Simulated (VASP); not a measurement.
Input of a VASP 6.6.1 run:

File INCAR:

```
PREC = Accurate
ENCUT = 520
EDIFF = 1E-6
ISMEAR = -1
SIGMA = 0.05
LREAL = False
LASPH = True
NELM = 80
ALGO = Normal
ISIF = 2
LWAVE = False
LCHARG = False
GGA = B5
ALDAX = 1.0
AGGAX = 1.0
AGGAC = 1.0
ALDAC = 0.0
NBANDS = 64
```

File KPOINTS:

```
regular mesh
0
Gamma
  5 5 5
```

POSCAR

```
SnO2
1.0
    5.1752560000      0.0000000000      0.0000000000
    0.0000000000      5.1752560000      0.0000000000
    0.0000000000      0.0000000000      5.1752560000
Sn O
4 8
Direct
    0.0000000000      0.0000000000      0.0000000000
    0.5000000000      0.0000000000      0.5000000000
    0.5000000000      0.5000000000      0.0000000000
    0.0000000000      0.5000000000      0.5000000000
    0.6610980000      0.8389020000      0.1610980000
    0.8389020000      0.1610980000      0.6610980000
    0.1610980000      0.6610980000      0.8389020000
    0.3389020000      0.3389020000      0.3389020000
    0.6610980000      0.6610980000      0.6610980000
    0.8389020000      0.3389020000      0.1610980000
    0.1610980000      0.8389020000      0.3389020000
    0.3389020000      0.1610980000      0.8389020000
```

Potentials or basis: VASP PAW PBE potentials, release 64 (Sn_d, O).

Run with:

```console
$ cat potpaw_PBE.64/Sn_d/POTCAR potpaw_PBE.64/O/POTCAR > POTCAR
$ mpirun -np 1 vasp_std > vasp.out
```

Q: Estimate the pressure.

A: 6.2 GPa.

Q: Predict the largest force.

A: 0.037 eV/Å.

Q: Estimate the band gap on the k mesh.

A: 0.62 eV (least direct gap 0.67 eV).

Forces in eV/Å, atoms in the order of the input:
```
Sn   0.000  0.000  0.000
Sn   0.000  0.000  0.000
Sn   0.000  0.000  0.000
Sn   0.000  0.000  0.000
O   -0.021  0.021 -0.021
O    0.021 -0.021 -0.021
O   -0.021 -0.021  0.021
O    0.021  0.021  0.021
O   -0.021 -0.021 -0.021
O    0.021  0.021 -0.021
O   -0.021  0.021  0.021
O    0.021 -0.021  0.021
```

Caveat: the cell stands under pressure; the PAW data sets were made with another functional, which shifts forces and pressure a little; spin-orbit coupling is left out, which moves the levels of the heavy elements; an odd mesh through Γ misses points on the zone boundary, where band edges can lie.
